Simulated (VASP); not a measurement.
# Ca (Fm-3m) in VASP: a series of runs

The runs below take Ca through relaxation of cell and atoms, with PBEsol.

All numbers are computed with VASP 6.6.1; they aren't measurements. Logs are shortened: lines on timing, memory, paths and dates and some standing lists are left out, and cuts for length are marked.

## 1. The cell of the first run

The structure is cubic, space group Fm-3m (No. 225). The conventional cell has a = 5.456 Å, b = 5.456 Å, c = 5.456 Å, α = 90.00°, β = 90.00°, γ = 90.00°. Ca (site symmetry m-3m) has 12 Ca at 3.86 Å within 5.1 Å.

## 2. Relaxation of cell and atoms, PBEsol, target pressure 2 GPa, at which the enthalpy is minimised

Contents of INCAR:

```
PREC = Accurate ; ENCUT = 600
EDIFF = 1E-6 ; ISMEAR = -1
SIGMA = 0.08 ; LREAL = False
LASPH = True ; NELM = 60
ALGO = Normal ; ISIF = 3
LWAVE = False ; LCHARG = False
GGA = PS ; IBRION = 2
NSW = 100 ; EDIFFG = -0.002
PSTRESS = 20.0
```

Contents of KPOINTS:

```
Automatic mesh
0
Gamma
  18 18 18
```

Contents of POSCAR:

```
Ca
1.0
    0.0000000000      2.7277947334      2.7277947334
    2.7277947334      0.0000000000      2.7277947334
    2.7277947334      2.7277947334      0.0000000000
Ca
1
Direct
    0.0000000000      0.0000000000      0.0000000000
```

Potentials or basis: VASP PAW PBE potentials, release 64 (Ca_sv).

On the command line:

```console
$ cat potpaw_PBE.64/Ca_sv/POTCAR > POTCAR
$ mpirun -np 1 vasp_std > vasp.out
```

OUTCAR:

```text
PREC = Accurate
   ENCUT = 600
   EDIFF = 1E-6
   ISMEAR = -1
   LREAL = False
   LASPH = True
   NELM = 60
   ISIF = 3
   GGA = PS
   IBRION = 2
   NSW = 100
   EDIFFG = -0.002
   PSTRESS = 20.0

 ion  position               nearest neighbor table
   1  0.000  0.000  0.000-

  LATTYP: Found a face centered cubic cell.
 ALAT       =     5.4555894668

  Lattice vectors:

 A1 = (   0.0000000000,   2.7277947334,   2.7277947334)
 A2 = (   2.7277947334,   0.0000000000,   2.7277947334)
 A3 = (   2.7277947334,   2.7277947334,   0.0000000000)

Analysis of symmetry for initial positions (statically):
=====================================================================
 Subroutine PRICEL returns:
 Original cell was already a primitive cell.

 Routine SETGRP: Setting up the symmetry group for a
 face centered cubic supercell.

 Subroutine GETGRP returns: Found 48 space group operations
 (whereof 48 operations were pure point group operations)
 out of a pool of 48 trial point group operations.

The static configuration has the point symmetry O_h .

Analysis of symmetry for dynamics (positions and initial velocities):
=====================================================================
 Subroutine PRICEL returns:
 Original cell was already a primitive cell.

 Routine SETGRP: Setting up the symmetry group for a
 face centered cubic supercell.

 Subroutine GETGRP returns: Found 48 space group operations
 (whereof 48 operations were pure point group operations)
 out of a pool of 48 trial point group operations.

The dynamic configuration has the point symmetry O_h .

 Subroutine INISYM returns: Found 48 space group operations
 (whereof 48 operations are pure point group operations),
 and found     1 'primitive' translations

----------------------------------------------------------------------------------------

                                     Primitive cell

  volume of cell :      40.5943

  direct lattice vectors                    reciprocal lattice vectors
     0.000000000  2.727794733  2.727794733    -0.183298250  0.183298250  0.183298250
     2.727794733  0.000000000  2.727794733     0.183298250 -0.183298250  0.183298250
     2.727794733  2.727794733  0.000000000     0.183298250  0.183298250 -0.183298250

  length of vectors
     3.857684307  3.857684307  3.857684307     0.317481881  0.317481881  0.317481881

  position of ions in fractional coordinates (direct lattice)
[... 89 lines left out ...]
   NUPDOWN=      -1.0000    fix difference up-down
   EMIN   =  10.00;   EMAX   =-10.00  energy-range for DOS
   EFERMI =   0.00;   METHOD = LEGACY
   ISMEAR =    -1;   SIGMA  =   0.08  broadening in eV -4-tet -1-fermi 0-gaus
   EFERMI_NEDOS =   21; number of points for ismear=-14 and -15
   IALGO  =     38    algorithm
   IMIX   =      4    mixing-type and parameters
     AMIX     =   0.40;   BMIX     =  1.00
     AMIX_MAG =   1.60;   BMIX_MAG =  1.00
  volume/ion in A,a.u.               =      40.59       273.94
  Fermi-wavevector in a.u.,A,eV,Ry     =   1.026250  1.939331 14.329506  1.053189
  Thomas-Fermi vector in A             =   2.160133
   LORBIT       =      0    0 simple, 1 ext, 2 COOP (PROOUT), +10 PAW based schemes
   GGA     = PS    functional components
   LHFCALC =     F    Hartree Fock is set to
   AEXX    =    0.0000 exact exchange contribution
   IVDW    =     0    specifies the selected vdW correction
   LEPSILON=     F    determine dielectric tensor
   LRPA    =     F    only Hartree local field effects (RPA)
 conjugate gradient relaxation of ions
 non-spin polarized calculation
  energy-cutoff  :      600.00
  volume of cell :       40.59
 maximum number of plane-waves:      1377
   NGX = 15   NGY = 15   NGZ = 15

--------------------------------------- Ionic step        1  -------------------------------------------

 number of electron      10.0000000 magnetization

 Free energy of the ion-electron system (eV)
  ---------------------------------------------------
  ext. energy  EPLUGINS =         0.00000000
  ---------------------------------------------------
  free energy    TOTEN  =        -2.14765922 eV

  energy without entropy =       -2.12111498  energy(sigma->0) =       -2.13438710

------------------------ aborting loop because EDIFF is reached ----------------------------------------

  FORCE on cell =-STRESS in cart. coord.  units (eV):
  Direction    XX          YY          ZZ          XY          YZ          ZX
  --------------------------------------------------------------------------------------
  -------------------------------------------------------------------------------------
  Total        0.0039219      0.0039219      0.0039219      0.0000000      0.0000000      0.0000000
  in kB        0.1547896      0.1547896      0.1547896      0.0000000      0.0000000      0.0000000
  external PRESSURE =     -19.8452104 kB  Pullay stress =      20.0000000 kB
[... 246 lines left out ...]
--------------------------------------- Ionic step        8  -------------------------------------------

 number of electron      10.0000001 magnetization

 Free energy of the ion-electron system (eV)
  ---------------------------------------------------
  ext. energy  EPLUGINS =         0.00000000
  ---------------------------------------------------
  free energy    TOTEN  =        -2.12608880 eV

  energy without entropy =       -2.10067509  energy(sigma->0) =       -2.11338195

 E-fermi :   2.4418     XC(G=0):  -8.2421

 val. band max:        2.4404647578   @ k =  -0.3333   0.3889   0.0556
 cond. band min:       2.4417724316   @ k =  -0.3333   0.3333   0.1667
 fundamental gap:      0.0013076737
 Fermi energy:         2.4417670386

 k-point     1 :       0.0000    0.0000    0.0000
  band No.  band energies     occupation
      1     -39.0981      2.00000
      2     -20.0669      2.00000
      3     -20.0669      2.00000
      4     -20.0669      2.00000
      5      -1.8304      2.00000
      6       4.9345      0.00000
      7       4.9345      0.00000
      8       4.9345      0.00000
      9       6.1956      0.00000
[... 265 lines left out ...]
 k-point    24 :      -0.2222    0.0556    0.0000
  band No.  band energies     occupation
      1     -39.0854      2.00000
      2     -20.1763      2.00000
      3     -20.0886      2.00000
      4     -20.0789      2.00000
      5      -0.7270      2.00000
      6       3.9578      0.00000
      7       5.0333      0.00000
      8       5.1590      0.00000
      9       5.9880      0.00000

 [... further k-points ...]

------------------------ aborting loop because EDIFF is reached ----------------------------------------

  FORCE on cell =-STRESS in cart. coord.  units (eV):
  Direction    XX          YY          ZZ          XY          YZ          ZX
  --------------------------------------------------------------------------------------
  -------------------------------------------------------------------------------------
  Total        0.4601648      0.4601648      0.4601648      0.0000000      0.0000000      0.0000000
  in kB       19.9425610     19.9425610     19.9425610      0.0000000      0.0000000      0.0000000
  external PRESSURE =      -0.0574390 kB  Pullay stress =      20.0000000 kB
[... 20 lines left out ...]
  energy  without entropy=       -2.1006750882  energy(sigma->0) =       -2.11338195

  enthalpy is  TOTEN    =        -1.6645986418 eV   P V=        0.4614901613

 reached required accuracy - stopping structural energy minimisation
```

OSZICAR:

```text
N       E                     dE             d eps       ncg     rms          rms(c)
DAV:   1     0.688628020365E+02    0.68863E+02   -0.55157E+03  3510   0.113E+03
DAV:   2    -0.747410433751E+00   -0.69610E+02   -0.69246E+02  3613   0.240E+02
[... 54 lines left out ...]
DAV:   4    -0.212623767684E+01   -0.48059E-06   -0.80621E-07  2195   0.113E-02
   7 F= -.16645975E+01 E0= -.16518874E+01  d E =-.182528E-05
       N       E                     dE             d eps       ncg     rms          rms(c)
DAV:   1    -0.212609727995E+01    0.13992E-03   -0.24093E-04  3552   0.192E-01    0.169E-02
DAV:   2    -0.212609036822E+01    0.69117E-05   -0.20239E-05  3551   0.572E-02    0.885E-03
DAV:   3    -0.212608858017E+01    0.17880E-05   -0.14181E-05  4935   0.339E-02    0.360E-03
DAV:   4    -0.212608880312E+01   -0.22295E-06   -0.71262E-07  1906   0.114E-02
   8 F= -.16645986E+01 E0= -.16518918E+01  d E =-.293653E-05
```

CONTCAR:

```text
Ca
   1.00000000000000
     0.0000000000000000    2.6440582127926975    2.6440582127926975
     2.6440582127926975   -0.0000000000000000    2.6440582127926975
     2.6440582127926975    2.6440582127926975    0.0000000000000000
  Ca
     1
Direct
     0.0000000000000000    0.0000000000000000    0.0000000000000000

  0.00000000E+00  0.00000000E+00  0.00000000E+00
```

Run time: 3 min. Hardware: 1 thread of AMD EPYC 9R45 (Zen 5), shared host; peak memory 0.23 GiB.

Results:

```
Free energy                                                : -2.1261 eV
Relaxed volume                                             : 36.97 Å³/atom
Relaxed cell                                               : a = 3.739 Å, b = 3.739 Å, c = 3.739 Å, α = 60.00°, β = 60.00°, γ = 60.00°
Space group after relaxing (to 0.1 Å)                      : Fm-3m (No. 225)
Energy change on relaxing (the run minimises the enthalpy) : +21.6 meV/atom
Ionic steps                                                : 8
Pressure after relaxing                                    : 2.0 GPa
Band gap on the k mesh                                     : zero (bands 5 and 6 overlap by 0.13 eV)
```

Step by step:
```csv
step,energy change (eV),largest force (eV/Å),pressure (GPa),volume (Å³)
1,0.0000,0.0000,0.02,40.59
2,0.0134,0.0000,1.53,37.71
3,0.0213,0.0000,1.98,36.99
4,0.0222,0.0000,2.03,36.92
5,0.0217,0.0000,2.02,36.96
6,0.0212,0.0000,1.99,37.00
7,0.0214,0.0000,1.98,36.98
8,0.0216,0.0000,1.99,36.97
```

Final structure:
```cif
data_structure
_symmetry_space_group_name_H-M 'P 1'
_symmetry_Int_Tables_number 1
_cell_length_a 3.7393
_cell_length_b 3.7393
_cell_length_c 3.7393
_cell_angle_alpha 60.000
_cell_angle_beta 60.000
_cell_angle_gamma 60.000
_cell_volume 36.97
loop_
_atom_site_label
_atom_site_type_symbol
_atom_site_fract_x
_atom_site_fract_y
_atom_site_fract_z
_atom_site_occupancy
Ca1 Ca 0.00000 0.00000 0.00000 1
```

Levels at points of the mesh, in eV from the Fermi level:
```
           k point  band 1  band 2  band 3  band 4  band 5  band 6  band 7  band 8  band 9
(0.00, 0.00, 0.00)  -41.54  -22.51  -22.51  -22.51   -4.27    2.49    2.49    2.49    3.75
(0.50, 0.00, 0.00)  -41.51  -22.74  -22.54  -22.54   -1.07   -0.03    2.36    2.36    4.57
(0.50, 0.50, 0.00)  -41.51  -22.72  -22.59  -22.59   -0.61    0.47    1.23    4.56    4.78
```

Caveat: the cell is relaxed towards a set pressure, so the run minimises the enthalpy, not the energy; the PAW data sets were made with another functional, which shifts forces and pressure a little.

[end of part 1 of 2]
